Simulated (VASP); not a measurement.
# AlN (P6_3/mmc) in VASP: further runs

AlN is run at these levels: LDA, PBEsol, BLYP; tasks: single point.

Everything below comes from runs of VASP 6.6.1. Logs are shortened: lines on timing, memory, paths and dates and some standing lists are left out, and cuts for length are marked.

### 1 The cell of the first run

Symmetry: P6_3/mmc, No. 194, hexagonal system. The conventional cell has a = 3.312 Å, b = 3.312 Å, c = 4.188 Å, α = 90.00°, β = 90.00°, γ = 120.00°. Within 2.5 Å of Al (site symmetry -6m2) lie 5 N at 1.91 to 2.09 Å. Within 2.5 Å of N (site symmetry -6m2) lie 5 Al at 1.91 to 2.09 Å.

### 2 Single point, LDA

Input file INCAR:

```
ALGO = Normal
EDIFF = 1E-6
ENCUT = 520
GGA = CA
ISIF = 2
ISMEAR = 0
LASPH = True
LCHARG = True
LELF = True
LREAL = False
LVHAR = True
LWAVE = False
NBANDS = 16
NELM = 100
PREC = Accurate
SIGMA = 0.01
```

Input file KPOINTS:

```
k-points
0
Gamma
  12 12 6
```

Input file POSCAR:

```
AlN
1.0
    3.3121160000      0.0000000000      0.0000000000
   -1.6560580000      2.8683760000      0.0000000000
    0.0000000000      0.0000000000      4.1875630000
Al N
2 2
Direct
    0.3333333333      0.6666666667      0.7500000000
    0.6666666667      0.3333333333      0.2500000000
    0.3333333333      0.6666666667      0.2500000000
    0.6666666667      0.3333333333      0.7500000000
```

Potentials or basis: VASP PAW LDA potentials, release 64 (Al, N).

Started as:

```bash
cat potpaw_LDA.64/Al/POTCAR potpaw_LDA.64/N/POTCAR > POTCAR
mpirun -np 1 vasp_std > vasp.out
```

OUTCAR:

```text
EDIFF = 1E-6
   ENCUT = 520
   GGA = CA
   ISIF = 2
   ISMEAR = 0
   LASPH = True
   LREAL = False
   NELM = 100
   PREC = Accurate

 ion  position               nearest neighbor table
   1  0.333  0.667  0.750-   4 1.91   4 1.91   4 1.91   3 2.09   3 2.09   2 2.84   2 2.84   2 2.84
                             2 2.84   2 2.84   2 2.84
   2  0.667  0.333  0.250-   3 1.91   3 1.91   3 1.91   4 2.09   4 2.09   1 2.84   1 2.84   1 2.84
                             1 2.84   1 2.84   1 2.84
   3  0.333  0.667  0.250-   2 1.91   2 1.91   2 1.91   1 2.09   1 2.09
   4  0.667  0.333  0.750-   1 1.91   1 1.91   1 1.91   2 2.09   2 2.09

  LATTYP: Found a hexagonal cell.
 ALAT       =     3.3121160000
 C/A-ratio  =     1.2643165276

  Lattice vectors:

 A1 = (   3.3121160000,   0.0000000000,   0.0000000000)
 A2 = (  -1.6560580000,   2.8683760000,   0.0000000000)
 A3 = (   0.0000000000,   0.0000000000,   4.1875630000)

Analysis of symmetry for initial positions (statically):
=====================================================================
 Subroutine PRICEL returns:
 Original cell was already a primitive cell.

 Routine SETGRP: Setting up the symmetry group for a
 hexagonal supercell.

 Subroutine GETGRP returns: Found 24 space group operations
 (whereof 12 operations were pure point group operations)
 out of a pool of 24 trial point group operations.

The static configuration has the point symmetry D_3d.
 The point group associated with its full space group is D_6h.

Analysis of symmetry for dynamics (positions and initial velocities):
=====================================================================
 Subroutine PRICEL returns:
 Original cell was already a primitive cell.

 Routine SETGRP: Setting up the symmetry group for a
 hexagonal supercell.

 Subroutine GETGRP returns: Found 24 space group operations
 (whereof 12 operations were pure point group operations)
 out of a pool of 24 trial point group operations.

The dynamic configuration has the point symmetry D_3d.
 The point group associated with its full space group is D_6h.

 Subroutine INISYM returns: Found 24 space group operations
 (whereof 12 operations are pure point group operations),
 and found     1 'primitive' translations

----------------------------------------------------------------------------------------

                                     Primitive cell

[... 95 lines left out ...]
   LREAL  =      F    real-space projection
   EDIFFG = 0.1E-04   stopping-criterion for IOM
   NSW    =      0    number of steps for IOM
   IBRION =     -1    ionic relax: 0-MD 1-quasi-New 2-CG
   NFREE  =      0    steps in history (QN), initial steepest desc. (CG)
   ISIF   =      2    stress and relaxation
   ISYM   =      2    0-nonsym 1-usesym 2-fastsym
   POTIM  = 0.5000    time-step for ionic-motion
   TEBEG  =    0.0;   TEEND  =   0.0 temperature during run
   PSTRESS=    0.0 pullay stress
   NELECT =      16.0000    total number of electrons
   NUPDOWN=      -1.0000    fix difference up-down
   EMIN   =  10.00;   EMAX   =-10.00  energy-range for DOS
   EFERMI =   0.00;   METHOD = LEGACY
   ISMEAR =     0;   SIGMA  =   0.01  broadening in eV -4-tet -1-fermi 0-gaus
   EFERMI_NEDOS =   21; number of points for ismear=-14 and -15
   IALGO  =     38    algorithm
   IMIX   =      4    mixing-type and parameters
     AMIX     =   0.40;   BMIX     =  1.00
     AMIX_MAG =   1.60;   BMIX_MAG =  1.00
  volume/ion in A,a.u.               =       9.95        67.12
  Fermi-wavevector in a.u.,A,eV,Ry     =   1.208409  2.283561 19.867928  1.460252
  Thomas-Fermi vector in A             =   2.344017
   LORBIT       =      0    0 simple, 1 ext, 2 COOP (PROOUT), +10 PAW based schemes
   GGA     = CA    functional components
   LHFCALC =     F    Hartree Fock is set to
   AEXX    =    0.0000 exact exchange contribution
   IVDW    =     0    specifies the selected vdW correction
   LEPSILON=     F    determine dielectric tensor
   LRPA    =     F    only Hartree local field effects (RPA)
 non-spin polarized calculation
 Gauss-broadening in eV      SIGMA  =   0.01
  energy-cutoff  :      520.00
  volume of cell :       39.78
 maximum number of plane-waves:      1090
 NGX is ok and might be reduce to    28
   NGX = 13   NGY = 13   NGZ = 15

 number of electron      16.0000001 magnetization

 Free energy of the ion-electron system (eV)
  ---------------------------------------------------
  ext. energy  EPLUGINS =         0.00000000
  ---------------------------------------------------
  free energy    TOTEN  =       -32.44200079 eV

  energy without entropy =      -32.44200079  energy(sigma->0) =      -32.44200079

 E-fermi :   7.8185     XC(G=0): -11.4878

 val. band max:        7.6841529439   @ k =   0.0000   0.0000   0.0000
 cond. band min:      10.9691025779   @ k =   0.0000   0.0000   0.0000
 fundamental gap:      3.2849496340
 Fermi energy:         7.8184605549

 k-point     1 :       0.0000    0.0000    0.0000
  band No.  band energies     occupation
      1      -8.9406      2.00000
      2      -5.2122      2.00000
      3       0.7835      2.00000
      4       4.4122      2.00000
      5       4.4122      2.00000
      6       6.0784      2.00000
[... 433 lines left out ...]
      3       1.0773      2.00000
      4       2.8044      2.00000
      5       3.5683      2.00000
      6       3.6088      2.00000
[... 8 lines left out ...]
     15      19.1595      0.00000
     16      20.1452      0.00000

 [... further k-points ...]

------------------------ aborting loop because EDIFF is reached ----------------------------------------

  FORCE on cell =-STRESS in cart. coord.  units (eV):
  Direction    XX          YY          ZZ          XY          YZ          ZX
  --------------------------------------------------------------------------------------
  -------------------------------------------------------------------------------------
  Total       -2.0044497     -2.0044489     -2.1242206      0.0000000      0.0000000      0.0000000
  in kB      -80.7240180    -80.7239845    -85.5474816      0.0000000      0.0000000      0.0000000
  external PRESSURE =     -82.3318280 kB  Pullay stress =       0.0000000 kB

 VOLUME and BASIS-vectors are now :
 -----------------------------------------------------------------------------
  energy-cutoff  :      520.00
  volume of cell :       39.78
      direct lattice vectors                 reciprocal lattice vectors
     3.312116000  0.000000000  0.000000000     0.301921793  0.174314664  0.000000000
    -1.656058000  2.868376000  0.000000000     0.000000000  0.348629329  0.000000000
     0.000000000  0.000000000  4.187563000     0.000000000  0.000000000  0.238802377

 POSITION                                       TOTAL-FORCE (eV/Angst)
 -----------------------------------------------------------------------------------
     -0.00000      1.91225      3.14067        -0.000000     -0.000000      0.000000
      1.65606      0.95613      1.04689        -0.000000      0.000000      0.000000
     -0.00000      1.91225      1.04689         0.000000     -0.000000      0.000000
      1.65606      0.95613      3.14067        -0.000000      0.000000      0.000000
 -----------------------------------------------------------------------------------
    total drift:                               -0.000000     -0.000000     -0.000000

  FREE ENERGIE OF THE ION-ELECTRON SYSTEM (eV)
  ---------------------------------------------------
  free  energy   TOTEN  =       -32.4420007945 eV

  energy  without entropy=      -32.4420007945  energy(sigma->0) =      -32.44200079
```

stdout:

```text
POSCAR found type information on POSCAR AlN
 POSCAR found :  2 types and       4 ions
 scaLAPACK will be used
 LDA part: xc-table for (Slater(with rela. corr.)+CA(PZ))
 , standard interpolation
 POSCAR, INCAR and KPOINTS ok, starting setup
 FFT: planning ... GRIDC
 FFT: planning ... GRID_SOFT
 FFT: planning ... GRID
 WAVECAR not read
 entering main loop
```

Wall time 36 s (1 thread of AMD EPYC 7R13 (Zen 3), shared host); peak memory 0.13 GiB.

What came out:

```yaml
Free_energy: -32.4420 eV
Pressure: -8.2 GPa
Band_gap_on_the_k_mesh: 3.28 eV
```

Caveat: the cell stands under tension. A k mesh can miss the band edges.

### 3 Single point, PBEsol

Input file INCAR:

```
SYSTEM = AlN
PREC = Accurate
ENCUT = 520
EDIFF = 1E-6
ISMEAR = 0
SIGMA = 0.01
LREAL = .FALSE.
LASPH = .TRUE.
NELM = 100
ALGO = Normal
ISIF = 2
LWAVE = .FALSE.
LCHARG = .FALSE.
GGA = PS
NBANDS = 16
```

Input file KPOINTS:

```
Automatic mesh
0
G
  12 12 6
  0 0 0
```

POSCAR is that of step 2.

Potentials or basis: VASP PAW PBE potentials, release 64 (Al, N).

Started as:

```bash
cat potpaw_PBE.64/Al/POTCAR potpaw_PBE.64/N/POTCAR > POTCAR
mpirun -np 1 vasp_std > vasp.out
```

Run time: 32 s. Hardware: 1 thread of AMD EPYC 7R13 (Zen 3), shared host; peak memory 0.15 GiB.

Results (log left out):

| Quantity | Value |
| --- | --- |
| Free energy | -30.9377 eV |
| Pressure | -3.5 GPa |
| Band gap on the k mesh | 3.19 eV |

Stress tensor (GPa, compression positive):
```
-3.22  0.00  0.00
 0.00 -3.22  0.00
 0.00  0.00 -4.11
```

Levels at points of the mesh, in eV from the valence-band top:
| k point | band 6 | band 7 | band 8 | band 9 | band 10 | band 11 |
| --- | --- | --- | --- | --- | --- | --- |
| (0.00, 0.00, 0.00) | -1.62 | -1.62 | 0.00 | 3.19 | 4.34 | 8.13 |
| (0.50, 0.00, 0.00) | -4.33 | -2.92 | -1.46 | 3.76 | 7.02 | 7.05 |
| (0.00, 0.00, 0.50) | -2.49 | -2.49 | -2.49 | 5.57 | 5.57 | 8.32 |
| (0.50, 0.00, 0.50) | -3.26 | -1.76 | -1.76 | 4.95 | 4.95 | 9.17 |

Caveat: the cell stands under tension; the PAW data sets were made with another functional, which shifts forces and pressure a little.

### 4 Single point, BLYP

Input file INCAR:

```
SYSTEM = AlN
  PREC = Accurate
  ENCUT = 520
  EDIFF = 1E-6
  ISMEAR = 0
  SIGMA = 0.01
  LREAL = .FALSE.
  LASPH = .TRUE.
  NELM = 60
  ALGO = Normal
  ISIF = 2
  LWAVE = .FALSE.
  LCHARG = .TRUE.
  GGA = B5
  ALDAX = 1.0
  AGGAX = 1.0
  AGGAC = 1.0
  ALDAC = 0.0
  LELF = .TRUE.
  LVHAR = .TRUE.
  NBANDS = 16
```

KPOINTS is that of step 3.

POSCAR is that of step 3.

Started as:

```bash
cat potpaw_PBE.64/Al/POTCAR potpaw_PBE.64/N/POTCAR > POTCAR
mpirun -np 1 vasp_std > vasp.out
```

Wall time 44 s (1 thread of AMD EPYC 7R13 (Zen 3), shared host); peak memory 0.15 GiB.

Results (log left out):

- Free energy: -27.2269 eV
- Pressure: 3.8 GPa
- Band gap on the k mesh: 3.56 eV

Stress tensor (GPa, compression positive):
```
3.26 0.00 0.00
0.00 3.26 0.00
0.00 0.00 4.77
```

Levels at points of the mesh, in eV from the valence-band top:
| k point | band 4 | band 5 | band 6 | band 7 | band 8 | band 9 | band 10 | band 11 | band 12 | band 13 |
| --- | --- | --- | --- | --- | --- | --- | --- | --- | --- | --- |
| (0.00, 0.00, 0.00) | -3.21 | -3.21 | -1.58 | -1.58 | 0.00 | 3.56 | 4.49 | 8.40 | 8.40 | 11.33 |
| (0.50, 0.00, 0.00) | -4.61 | -4.39 | -4.26 | -2.78 | -1.45 | 4.11 | 7.22 | 7.57 | 9.43 | 9.52 |
| (0.00, 0.00, 0.50) | -3.62 | -2.43 | -2.43 | -2.43 | -2.43 | 5.86 | 5.86 | 8.60 | 8.60 | 8.60 |
| (0.50, 0.00, 0.50) | -7.11 | -3.18 | -3.18 | -1.67 | -1.67 | 5.34 | 5.34 | 9.42 | 9.42 | 11.46 |

Caveat: the cell stands under pressure; the PAW data sets were made with another functional, which shifts forces and pressure a little. A k mesh can miss the band edges.

### 5 The runs side by side

```csv
level,potentials or basis,gap on the mesh (eV),pressure (GPa)
LDA,"VASP PAW LDA potentials, release 64 (Al, N)",3.28,-8.2
PBEsol,"VASP PAW PBE potentials, release 64 (Al, N)",3.19,-3.5
BLYP,"VASP PAW PBE potentials, release 64 (Al, N)",3.56,3.8
```

Alike in all rows: task single point; no spin polarisation; cell as given; k mesh 12 × 12 × 6; cutoff (eV) 520; smearing gaussian 0.01 eV.

Caveats: the cell stands under tension (at least some runs); the PAW data sets were made with another functional, which shifts forces and pressure a little (at least some runs); the cell stands under pressure (at least some runs).

Total energies depend on the potentials used, so only differences within one code and one set of settings carry meaning.
